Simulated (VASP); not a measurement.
# NiMoIrPdW: single point with BLYP

The system is NiMoIrPdW.

```
CELL_PARAMETERS angstrom
4.11705 0.00000 0.00000
-2.05853 3.56547 0.00000
0.00000 0.00000 5.44580
ATOMIC_POSITIONS crystal
Ni 0.00000 0.00000 0.95775
Mo 0.66667 0.33333 0.96161
Pd 0.66667 0.33333 0.46295
Ir 0.33333 0.66667 0.72572
W 0.33333 0.66667 0.23642
```

* Program: VASP 6.6.1
* Task: single point
* Functional: BLYP
* Potentials or basis: VASP PAW PBE potentials, release 64 (Ni, Mo_sv, Pd, Ir, W_sv)
* Cutoff: 600 eV
* k mesh: 8 × 8 × 5
* Occupations: fermi-dirac, width 0.05 eV
* Spin: collinear spin, ferromagnetic start
* Starting moments: [1.0, 1.0, 0.0, 0.6, 0.0] μB

The pressure is 10.6 GPa, the largest force is 0.175 eV/Å and the net moment is 0.00 μB per cell. The valence electrons inside the program's atomic spheres are Ni 9.50; Mo 12.60; Pd 9.62; Ir 8.38; W 11.92.

Forces in eV/Å, atoms in the order of the input:
```
Ni   0.000  0.000  0.028
Mo   0.000  0.000  0.163
Pd   0.000  0.000 -0.035
Ir   0.000  0.000 -0.175
W    0.000  0.000  0.018
```

Stress tensor (GPa, compression positive):
```
10.34  0.00  0.00
 0.00 10.34  0.00
 0.00  0.00 11.25
```

Levels at points of the mesh, in eV from the Fermi level:
Spin up:
| k point | band 26 | band 27 | band 28 | band 29 | band 30 | band 31 |
| --- | --- | --- | --- | --- | --- | --- |
| (0.00, 0.00, 0.00) | -1.01 | -0.80 | -0.80 | 0.81 | 0.81 | 1.78 |
| (0.50, 0.00, 0.00) | -1.06 | -0.56 | -0.24 | 1.01 | 1.18 | 1.27 |
| (0.50, 0.50, 0.00) | -1.06 | -0.56 | -0.24 | 1.01 | 1.18 | 1.27 |
Spin down:
| k point | band 25 | band 26 | band 27 | band 28 | band 29 | band 30 | band 31 | band 32 |
| --- | --- | --- | --- | --- | --- | --- | --- | --- |
| (0.00, 0.00, 0.00) | -1.74 | -1.01 | -0.80 | -0.80 | 0.81 | 0.81 | 1.78 | 1.78 |
| (0.50, 0.00, 0.00) | -1.44 | -1.06 | -0.56 | -0.24 | 1.01 | 1.18 | 1.27 | 1.69 |
| (0.50, 0.50, 0.00) | -1.44 | -1.06 | -0.56 | -0.24 | 1.01 | 1.18 | 1.27 | 1.69 |

It took 5.3 min on 4 MPI ranks on Intel(R) Xeon(R) Platinum 8488C (Sapphire Rapids), with other jobs on the host, peak memory 0.77 GiB a rank.

Caveat: the cell stands under pressure; the moments typed at the start vanished in this run; the PAW data sets were made with another functional, which shifts forces and pressure a little; spin-orbit coupling is left out, which moves the levels of the heavy elements.
